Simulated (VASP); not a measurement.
Te2Pb:

```
Pb Te
1.0
     2.12700    1.22802    6.26421
    -2.12700    1.22802    6.26421
     0.00000   -2.45604    6.26421
Pb Te
1 2
Direct
  0.00000 0.00000 0.00000
  0.22975 0.22975 0.22975
  0.77025 0.77025 0.77025
```

Base run:

| Item | Value |
| --- | --- |
| Program | VASP 6.6.1 |
| Functional | PBE |
| Potentials or basis | VASP PAW PBE potentials, release 64 (Pb_d, Te) |
| Cutoff | 520 eV |
| k mesh | 6 × 6 × 6 |
| Occupations | fermi-dirac, width 0.02 eV |
| Spin | no spin polarisation |

Its results: band gap on the k mesh zero (bands 13 and 14 overlap by 0.80 eV); pressure 1.6 GPa; largest force 0.194 eV/Å.

Task: The run is repeated on the same cell with these changes: k mesh from 6 × 6 × 6 to 8 × 8 × 1; further incar settings from ALGO = Normal; EDIFF = 1e-06; NBANDS = 20 to ALGO = Normal; EDIFF = 1e-07; NBANDS = 20; ISYM = 0. What comes out?

Result: Band gap on the k mesh zero (bands 13 and 14 overlap by 0.81 eV); pressure 0.2 GPa; largest force 0.325 eV/Å.

Caveats: some runs use coarse meshes; spin-orbit coupling is left out, which moves the levels of the heavy elements.
